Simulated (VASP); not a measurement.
# GaN (gw) (I-4m2) in VASP: a series of runs

The runs below take GaN (gw) through single point, with PBEsol.

Program: VASP 6.6.1. These are calculated values, not measurements. Logs are shortened: lines on timing, memory, paths and dates and some standing lists are left out, and cuts for length are marked.

## (1) The cell of the first run

Symmetry: I-4m2, No. 119, tetragonal system. Conventional cell: a = 3.082 Å, b = 3.082 Å, c = 4.644 Å, α = 90.00°, β = 90.00°, γ = 90.00°. Ga (site symmetry -4m2) has 4 N at 1.93 Å within 2.6 Å. N (site symmetry -4m2) has 4 Ga at 1.93 Å within 2.6 Å.

## (2) Single point, PBEsol

INCAR

```
PREC     = Accurate       # precision mode
ENCUT    = 600            # plane-wave cutoff, eV
EDIFF    = 1E-6           # SCF threshold, eV
ISMEAR   = 0              # smearing method
SIGMA    = 0.01           # smearing width, eV
LREAL    = F              # projectors in reciprocal space
LASPH    = T              # aspherical terms in the spheres
NELM     = 120            # most SCF steps
ALGO     = Normal         # electronic algorithm
ISIF     = 2              # what is computed and relaxed
LWAVE    = F              # write WAVECAR
LCHARG   = F              # write CHGCAR
GGA      = PS             # functional
NBANDS   = 16             # bands
GGA_COMPAT= F
```

KPOINTS

```
regular mesh
0
Gamma
  6 6 6
```

POSCAR

```
GaN
1.0
    0.0000000000      2.1794272668      2.3218874369
    2.1794272668      0.0000000000      2.3218874369
    2.1794272668      2.1794272668      0.0000000000
Ga N
1 1
Direct
    0.0000000000      0.0000000000      0.0000000000
    0.2500000000      0.2500000000      0.2500000000
```

Potentials or basis: VASP PAW PBE potentials, release 64 (Ga_d, N).

The run is started by

```
$ cat potpaw_PBE.64/Ga_d/POTCAR potpaw_PBE.64/N/POTCAR > POTCAR
$ mpirun -np 1 vasp_std > vasp.out
```

OUTCAR:

```text
PREC = Accurate
   ENCUT = 600
   EDIFF = 1E-6
   ISMEAR = 0
   LREAL = F
   LASPH = T
   NELM = 120
   ISIF = 2
   GGA = PS

 ion  position               nearest neighbor table
   1  0.000  0.000  0.000-   2 1.93   2 1.93   2 1.93   2 1.93
   2  0.250  0.250  0.250-   1 1.93   1 1.93   1 1.93   1 1.93

  LATTYP: Found a body centered tetragonal cell.
 ALAT       =     3.0821755989
 C/A-ratio  =     1.5066548692

  Lattice vectors:

 A1 = (  -2.1794272668,   0.0000000000,   2.3218874369)
 A2 = (   2.1794272668,   0.0000000000,   2.3218874369)
 A3 = (   0.0000000000,   2.1794272668,  -2.3218874369)

Analysis of symmetry for initial positions (statically):
=====================================================================
 Subroutine PRICEL returns:
 Original cell was already a primitive cell.

 Routine SETGRP: Setting up the symmetry group for a
 body centered tetragonal supercell.

 Subroutine GETGRP returns: Found  8 space group operations
 (whereof  8 operations were pure point group operations)
 out of a pool of 16 trial point group operations.

The static configuration has the point symmetry D_2d.

Analysis of symmetry for dynamics (positions and initial velocities):
=====================================================================
 Subroutine PRICEL returns:
 Original cell was already a primitive cell.

 Routine SETGRP: Setting up the symmetry group for a
 body centered tetragonal supercell.

 Subroutine GETGRP returns: Found  8 space group operations
 (whereof  8 operations were pure point group operations)
 out of a pool of 16 trial point group operations.

The dynamic configuration has the point symmetry D_2d.

 Subroutine INISYM returns: Found  8 space group operations
 (whereof  8 operations are pure point group operations),
 and found     1 'primitive' translations

----------------------------------------------------------------------------------------

                                     Primitive cell

  volume of cell :      22.0575

  direct lattice vectors                    reciprocal lattice vectors
     0.000000000  2.179427267  2.321887437    -0.229418071  0.229418071  0.215342050
     2.179427267  0.000000000  2.321887437     0.229418071 -0.229418071  0.215342050
     2.179427267  2.179427267  0.000000000     0.229418071  0.229418071 -0.215342050

  length of vectors
     3.184503805  3.184503805  3.082175599     0.389406601  0.389406601  0.389406601

  position of ions in fractional coordinates (direct lattice)
     0.000000000  0.000000000  0.000000000
     0.250000000  0.250000000  0.250000000

  ion indices of the primitive-cell ions
   primitive index   ion index
                 1           1
                 2           2

----------------------------------------------------------------------------------------

 KPOINTS: regular mesh

Automatic generation of k-mesh.
 Grid dimensions read from file:
 generate k-points for:    6    6    6

 Generating k-lattice:

  Cartesian coordinates                     Fractional coordinates (reciprocal lattice)
    -0.038236345  0.038236345  0.035890342     0.166666667 -0.000000000  0.000000000
     0.038236345 -0.038236345  0.035890342    -0.000000000  0.166666667  0.000000000
     0.038236345  0.038236345 -0.035890342     0.000000000  0.000000000  0.166666667

  Length of vectors
     0.064901100  0.064901100  0.064901100

  Shift w.r.t. Gamma in fractional coordinates (k-lattice)
     0.000000000  0.000000000  0.000000000

 Subroutine IBZKPT returns following result:
 ===========================================

 Found     30 irreducible k-points:

 Following reciprocal coordinates:
            Coordinates               Weight
  0.000000  0.000000  0.000000      1.000000
  0.166667 -0.000000  0.000000      8.000000
  0.333333 -0.000000  0.000000      8.000000
  0.500000 -0.000000  0.000000      4.000000
  0.166667  0.166667  0.000000      2.000000
  0.333333  0.166667  0.000000      8.000000
[... 16 lines left out ...]
  0.333333  0.000000  0.333333      4.000000
  0.500000 -0.000000  0.333333     16.000000
 [... further k-points ...]
   k-points           NKPTS =     30   k-points in BZ     NKDIM =     30   number of bands    NBANDS=     16
   number of dos      NEDOS =    301   number of ions     NIONS =      2
   total plane-waves  NPLWV =  21952
   dimension x,y,z NGX =    28 NGY =   28 NGZ =   28
   dimension x,y,z NGXF=    56 NGYF=   56 NGZF=   56
   ions per type =               1   1
   NGX,Y,Z   is equivalent  to a cutoff of  14.62, 14.62, 15.10 a.u.
   NGXF,Y,Z  is equivalent  to a cutoff of  29.23, 29.23, 30.21 a.u.
 SYSTEM =  unknown system
   PREC   = accura    normal or accurate (medium, high low for compatibility)
   ISTART =      0    job   : 0-new  1-cont  2-samecut
   ICHARG =      2    charge: 1-file 2-atom 10-const
   ISPIN  =      1    spin polarized calculation?
   LNONCOLLINEAR =      F non collinear calculations
   LSORBIT =      F    spin-orbit coupling
   LASPH  =      T    aspherical Exc in radial PAW
   ENCUT  =  600.0 eV  44.10 Ry    6.64 a.u.   6.36  6.36  6.16*2*pi/ulx,y,z
   NELM   =    120;   NELMIN=  2; NELMDL= -5     # of ELM steps
   EDIFF  = 0.1E-05   stopping-criterion for ELM
   LREAL  =      F    real-space projection
   EDIFFG = 0.1E-04   stopping-criterion for IOM
   NSW    =      0    number of steps for IOM
   IBRION =     -1    ionic relax: 0-MD 1-quasi-New 2-CG
   NFREE  =      0    steps in history (QN), initial steepest desc. (CG)
   ISIF   =      2    stress and relaxation
   ISYM   =      2    0-nonsym 1-usesym 2-fastsym
   POTIM  = 0.5000    time-step for ionic-motion
   TEBEG  =    0.0;   TEEND  =   0.0 temperature during run
   PSTRESS=    0.0 pullay stress
   NELECT =      18.0000    total number of electrons
   NUPDOWN=      -1.0000    fix difference up-down
   EMIN   =  10.00;   EMAX   =-10.00  energy-range for DOS
   EFERMI =   0.00;   METHOD = LEGACY
   ISMEAR =     0;   SIGMA  =   0.01  broadening in eV -4-tet -1-fermi 0-gaus
   EFERMI_NEDOS =   21; number of points for ismear=-14 and -15
   IALGO  =     38    algorithm
   IMIX   =      4    mixing-type and parameters
     AMIX     =   0.40;   BMIX     =  1.00
     AMIX_MAG =   1.60;   BMIX_MAG =  1.00
  volume/ion in A,a.u.               =      11.03        74.43
  Fermi-wavevector in a.u.,A,eV,Ry     =   1.529844  2.890985 31.843366  2.340421
  Thomas-Fermi vector in A             =   2.637409
   LORBIT       =      0    0 simple, 1 ext, 2 COOP (PROOUT), +10 PAW based schemes
   GGA     = PS    functional components
   LHFCALC =     F    Hartree Fock is set to
   AEXX    =    0.0000 exact exchange contribution
   IVDW    =     0    specifies the selected vdW correction
   LEPSILON=     F    determine dielectric tensor
   LRPA    =     F    only Hartree local field effects (RPA)
 non-spin polarized calculation
 Gauss-broadening in eV      SIGMA  =   0.01
  energy-cutoff  :      600.00
  volume of cell :       22.06
 maximum number of plane-waves:       746
 NGX is ok and might be reduce to    28
   NGX = 13   NGY = 13   NGZ = 13

 number of electron      18.0000000 magnetization

 Free energy of the ion-electron system (eV)
  ---------------------------------------------------
  ext. energy  EPLUGINS =         0.00000000
  ---------------------------------------------------
  free energy    TOTEN  =       -13.08229003 eV

  energy without entropy =      -13.08229003  energy(sigma->0) =      -13.08229003

 E-fermi :   5.7887     XC(G=0): -12.1048

 val. band max:        5.6786762385   @ k =   0.0000   0.0000   0.0000
 cond. band min:       7.4702359950   @ k =   0.0000   0.0000   0.0000
 fundamental gap:      1.7915597566
 Fermi energy:         5.7886678204

 k-point     1 :       0.0000    0.0000    0.0000
  band No.  band energies     occupation
      1     -10.6862      2.00000
      2      -7.9392      2.00000
      3      -7.8623      2.00000
      4      -7.8623      2.00000
      5      -7.5323      2.00000
      6      -7.5249      2.00000
[... 8 lines left out ...]
     15      23.4559      0.00000
     16      24.1370      0.00000

 k-point     2 :       0.1667   -0.0000    0.0000
  band No.  band energies     occupation
      1     -10.3693      2.00000
      2      -7.8836      2.00000
      3      -7.8246      2.00000
      4      -7.7665      2.00000
      5      -7.5318      2.00000
      6      -7.5266      2.00000
[... 8 lines left out ...]
     15      23.1165      0.00000
     16      23.1643      0.00000

 k-point     3 :       0.3333   -0.0000    0.0000
  band No.  band energies     occupation
      1      -9.8127      2.00000
      2      -7.8283      2.00000
      3      -7.7731      2.00000
      4      -7.5197      2.00000
      5      -7.4949      2.00000
      6      -7.1117      2.00000
[... 8 lines left out ...]
     15      23.4875      0.00000
     16      23.6416      0.00000

 k-point     4 :       0.5000   -0.0000    0.0000
  band No.  band energies     occupation
      1      -9.6202      2.00000
      2      -7.8191      2.00000
      3      -7.7636      2.00000
      4      -7.4964      2.00000
      5      -7.4558      2.00000
      6      -6.2708      2.00000
[... 8 lines left out ...]
     15      25.4666      0.00000
     16      25.7730      0.00000
[... 324 lines left out ...]
 k-point    22 :      -0.3333    0.5000    0.1667
  band No.  band energies     occupation
      1      -9.4232      2.00000
      2      -7.7316      2.00000
      3      -7.6590      2.00000
      4      -7.5316      2.00000
      5      -7.5015      2.00000
      6      -5.7307      2.00000
[... 8 lines left out ...]
     15      26.5568      0.00000
     16      29.3884      0.00000

 k-point    23 :       0.3333    0.0000    0.3333
  band No.  band energies     occupation
      1      -9.5784      2.00000
      2      -7.7659      2.00000
      3      -7.6664      2.00000
      4      -7.6337      2.00000
      5      -7.4613      2.00000
      6      -6.7952      2.00000
[... 8 lines left out ...]
     15      26.6785      0.00000
     16      29.5948      0.00000

 k-point    24 :       0.5000   -0.0000    0.3333
  band No.  band energies     occupation
      1      -9.4403      2.00000
      2      -7.7794      2.00000
      3      -7.6279      2.00000
      4      -7.5941      2.00000
      5      -7.4531      2.00000
      6      -5.9229      2.00000
[... 8 lines left out ...]
     15      27.5204      0.00000
     16      28.2105      0.00000

 [... further k-points ...]
[... 5 lines left out ...]
  --------------------------------------------------------------------------------------
  -------------------------------------------------------------------------------------
  Total        1.1686901      1.1686901     -0.0741165      0.0000000      0.0000000     -0.0000000
  in kB       84.8895095     84.8895095     -5.3835568      0.0000000      0.0000000     -0.0000000
  external PRESSURE =      54.7984874 kB  Pullay stress =       0.0000000 kB

 VOLUME and BASIS-vectors are now :
 -----------------------------------------------------------------------------
  energy-cutoff  :      600.00
  volume of cell :       22.06
      direct lattice vectors                 reciprocal lattice vectors
     0.000000000  2.179427267  2.321887437    -0.229418071  0.229418071  0.215342050
     2.179427267  0.000000000  2.321887437     0.229418071 -0.229418071  0.215342050
     2.179427267  2.179427267  0.000000000     0.229418071  0.229418071 -0.215342050

 POSITION                                       TOTAL-FORCE (eV/Angst)
 -----------------------------------------------------------------------------------
      0.00000      0.00000      0.00000         0.000000      0.000000     -0.000000
      1.08971      1.08971      1.16094        -0.000000     -0.000000      0.000000
 -----------------------------------------------------------------------------------
    total drift:                               -0.000000     -0.000000      0.000000

  FREE ENERGIE OF THE ION-ELECTRON SYSTEM (eV)
  ---------------------------------------------------
  free  energy   TOTEN  =       -13.0822900258 eV

  energy  without entropy=      -13.0822900258  energy(sigma->0) =      -13.08229003
```

It took 13 s on 1 thread of Intel Xeon 6975P-C, shared host; peak memory 0.16 GiB.

Results:

```yaml
Free_energy: -13.0823 eV
Pressure: 5.5 GPa
Band_gap_on_the_k_mesh: 1.79 eV, direct
```

Levels at points of the mesh, in eV from the valence-band top:
| k point | band 7 | band 8 | band 9 | band 10 | band 11 | band 12 |
| --- | --- | --- | --- | --- | --- | --- |
| (0.00, 0.00, 0.00) | -0.34 | 0.00 | 0.00 | 1.79 | 10.29 | 10.29 |
| (0.50, 0.00, 0.00) | -7.46 | -1.40 | -0.88 | 4.58 | 8.71 | 10.01 |
| (0.50, 0.50, 0.00) | -6.92 | -2.63 | -2.63 | 3.44 | 7.34 | 11.12 |
| (0.50, 0.00, 0.50) | -6.20 | -3.14 | -3.11 | 2.99 | 6.32 | 12.02 |

Caveat: the PAW data sets were made with another functional, which shifts forces and pressure a little.

## (3) Single point, PBEsol

INCAR

```
SYSTEM = GaN
ALGO     = Normal         ! electronic algorithm
EDIFF    = 1E-6           ! SCF threshold, eV
ENCUT    = 600            ! plane-wave cutoff, eV
GGA      = PS             ! functional
GGA_COMPAT= .False.      
ISIF     = 2              ! what is computed and relaxed
ISMEAR   = 0              ! smearing method
LASPH    = .True.         ! aspherical terms in the spheres
LCHARG   = .True.         ! write CHGCAR
LELF     = .True.         ! ELF
LREAL    = .False.        ! projectors in reciprocal space
LVHAR    = .True.       
LWAVE    = .False.        ! write WAVECAR
NBANDS   = 16             ! bands
NELM     = 120            ! most SCF steps
PREC     = Accurate       ! precision mode
SIGMA    = 0.01           ! smearing width, eV
```

KPOINTS

```
k-points
0
Gamma
  6 6 6
  0 0 0
```

POSCAR is that of step 2.

Potentials or basis: VASP PAW PBE potentials, release 64 (Ga_d, N).

The run is started by

```
$ cat potpaw_PBE.64/Ga_d/POTCAR potpaw_PBE.64/N/POTCAR > POTCAR
$ mpirun -np 1 vasp_std > vasp.out
```

Run time: 14 s. Hardware: 1 thread of Intel Xeon 6975P-C, shared host; peak memory 0.16 GiB.

It converged, with:

```yaml
Free_energy: -13.0823 eV
Pressure: 5.5 GPa
Band_gap_on_the_k_mesh: 1.79 eV, direct
```

Stress tensor (GPa, compression positive):
```
 8.49  0.00  0.00
 0.00  8.49  0.00
 0.00  0.00 -0.54
```

Levels at points of the mesh, in eV from the valence-band top:
```tsv
k point	band 5	band 6	band 7	band 8	band 9	band 10	band 11	band 12	band 13	band 14
(0.00, 0.00, 0.00)	-13.21	-13.20	-0.34	0.00	0.00	1.79	10.29	10.29	10.45	17.53
(0.50, 0.00, 0.00)	-13.13	-11.95	-7.46	-1.40	-0.88	4.58	8.71	10.01	10.85	15.55
(0.50, 0.50, 0.00)	-13.14	-11.77	-6.92	-2.63	-2.63	3.44	7.34	11.12	14.38	14.38
(0.50, 0.00, 0.50)	-13.11	-11.41	-6.20	-3.14	-3.11	2.99	6.32	12.02	13.25	14.80
```

Caveat: the PAW data sets were made with another functional, which shifts forces and pressure a little. As with any semilocal functional, this PBEsol gap is likely too small.
